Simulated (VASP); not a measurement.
A run of VASP 6.6.1 is set up as follows.

Contents of INCAR:

```
SYSTEM = AlN
PREC     = Accurate       ! precision mode
ENCUT    = 520            ! plane-wave cutoff, eV
EDIFF    = 1E-6           ! SCF threshold, eV
ISMEAR   = 0              ! smearing method
SIGMA    = 0.05           ! smearing width, eV
LREAL    = .FALSE.        ! projectors in reciprocal space
LASPH    = .TRUE.         ! aspherical terms in the spheres
NELM     = 60             ! most SCF steps
ALGO     = Normal         ! electronic algorithm
ISIF     = 2              ! what is computed and relaxed
LWAVE    = .FALSE.        ! write WAVECAR
LCHARG   = .FALSE.        ! write CHGCAR
GGA      = PE             ! functional
NBANDS   = 11             ! bands
```

File KPOINTS:

```
regular mesh
0
G
  10 10 10
  0 0 0
```

POSCAR

```
AlN
1.0
    0.0000000000      2.2317495800      2.1424795968
    2.2317495800      0.0000000000      2.1424795968
    2.2317495800      2.2317495800      0.0000000000
Al N
1 1
Direct
    0.0000000000      0.0000000000      0.0000000000
    0.7500000000      0.7500000000      0.7500000000
```

Potentials or basis: VASP PAW PBE potentials, release 64 (Al, N).

Command:

```bash
$ cat potpaw_PBE.64/Al/POTCAR potpaw_PBE.64/N/POTCAR > POTCAR
$ mpirun -np 1 vasp_std > vasp.out
```

Task: Estimate the pressure.

Result: -0.4 GPa.

Task: Estimate the band gap on the k mesh.

Result: 3.09 eV, indirect (least direct gap 3.87 eV).

Stress tensor (GPa, compression positive):
```
-2.01  0.00  0.00
 0.00 -2.01  0.00
 0.00  0.00  2.78
```

 A k mesh can miss the band edges.
